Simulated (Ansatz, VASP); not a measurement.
## Two plane-wave programs on K4Cl3

INCAR

```
SYSTEM = K4Cl3
PREC     = Accurate       ! precision mode
ENCUT    = 520            ! plane-wave cutoff, eV
EDIFF    = 1E-7           ! SCF threshold, eV
ISMEAR   = 0              ! smearing method
SIGMA    = 0.2            ! smearing width, eV
LREAL    = .False.        ! projectors in reciprocal space
LASPH    = .True.         ! aspherical terms in the spheres
NELM     = 60             ! most SCF steps
ALGO     = Normal         ! electronic algorithm
ISIF     = 2              ! what is computed and relaxed
LWAVE    = .False.        ! write WAVECAR
LCHARG   = .False.        ! write CHGCAR
GGA      = PE             ! functional
NBANDS   = 38             ! bands
```

Contents of KPOINTS:

```
regular mesh
0
Gamma
  6 3 3
  0 0 0
```

File POSCAR:

```
K4Cl3
1.0
    0.0000000000      0.0000000000      4.3923992691
    9.4421469037      0.0000000000      0.0000000000
   -4.7210734518      8.1771390849      0.0000000000
K Cl
4 3
Direct
    0.5000000000      0.1749454499      0.8250545501
    0.5000000000      0.1749454499      0.3498908998
    0.5000000000      0.6501091002      0.8250545501
    0.0000000000      0.6666666667      0.3333333333
    0.5000000000      0.8143753412      0.1856246588
    0.5000000000      0.8143753412      0.6287506824
    0.5000000000      0.3712493176      0.1856246588
```

Input for Ansatz:

```yaml
crystal:
  lattice:
    - [0.0, 0.0, 4.3923992691]
    - [9.4421469037, 0.0, 0.0]
    - [-4.7210734518, 8.1771390849, 0.0]
  atoms:
    - { symbol: K, position: [0.5, 0.1749454499, 0.8250545501] }
    - { symbol: K, position: [0.5, 0.1749454499, 0.3498908998] }
    - { symbol: K, position: [0.5, 0.6501091002, 0.8250545501] }
    - { symbol: K, position: [0.0, 0.6666666667, 0.3333333333] }
    - { symbol: Cl, position: [0.5, 0.8143753412, 0.1856246588] }
    - { symbol: Cl, position: [0.5, 0.8143753412, 0.6287506824] }
    - { symbol: Cl, position: [0.5, 0.3712493176, 0.1856246588] }
basis:
  ecutwfc: 420
kpoints:
  mp_grid: { grid: [6, 3, 3] }
hamiltonian:
  xc: pbe
scf:
  occupations: { method: gaussian, width: 0.2 }
  lower_state_search: "off"
output:
  forces: true
  stress: true
  eigenvalues: true
```

Alike in both runs: task single point; functional PBE; k mesh 6 × 3 × 3; occupations gaussian, width 0.2 eV; no spin polarisation.

|  | VASP | Ansatz |
| --- | --- | --- |
| version | VASP 6.6.1 | Ansatz 0.2.0 |
| potentials or method | VASP PAW PBE potentials, release 64 (K_sv, Cl), cutoff 520 eV | scalar-relativistic, plane waves, PAW |
| valence electrons in the cell | 57 | 57 |

VASP gave:

| Item | Value |
| --- | --- |
| gap on the k mesh at the Fermi level (eV) | none |
| pressure (GPa) | 0.0 |
| rms of the force components (eV/Å) | 0.004 |

Q: Estimate Ansatz's values.

A: gap on the k mesh at the Fermi level (eV): none; pressure (GPa): 0.0; rms of the force components (eV/Å): 0.003.

Atom by atom the forces differ by 0.003 eV/Å (rms over components). A gap of «none» marks a metal or a gap that the smearing closes.
